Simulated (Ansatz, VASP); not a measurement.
**InSb: VASP beside Ansatz**

```xyz
4
Lattice="4.2266 0.0000 0.0000 -2.1133 3.6604 0.0000 0.0000 0.0000 7.3709" Properties=species:S:1:pos:R:3 pbc="T T T"
In    0.0000    0.0000    0.0000
In    0.0000    0.0000    3.6855
Sb    0.0000    2.4402    1.8427
Sb    2.1133    1.2201    5.5282
```

Alike in both runs: task single point; functional PBE; k mesh 4 × 4 × 4; occupations fermi-dirac, width 0.02 eV; no spin polarisation.

|  | VASP | Ansatz |
| --- | --- | --- |
| version | VASP 6.6.1 | Ansatz 0.2.0 |
| potentials or method | VASP PAW PBE potentials, release 64 (In_d, Sb) | plane waves |
| plane-wave cutoff (eV) | 520 | 420 |
| valence electrons in the cell | 36 | 56 |

|  | VASP | Ansatz | Ansatz less VASP |
| --- | --- | --- | --- |
| pressure (GPa) | 1.7 | 1.7 | +0.02 |
| traceless stress, the component that is largest in VASP (GPa) | 2.03 | 2.03 | 0.000 |

With one functional, cell and mesh, what is left measures potentials, basis and numerics. VASP's potentials hold 36 valence electrons a cell and Ansatz's 56, so a difference there can come from the potentials and not from the codes.

The k mesh is coarse, so the values compare programs but aren't converged. Spin-orbit coupling is off throughout.
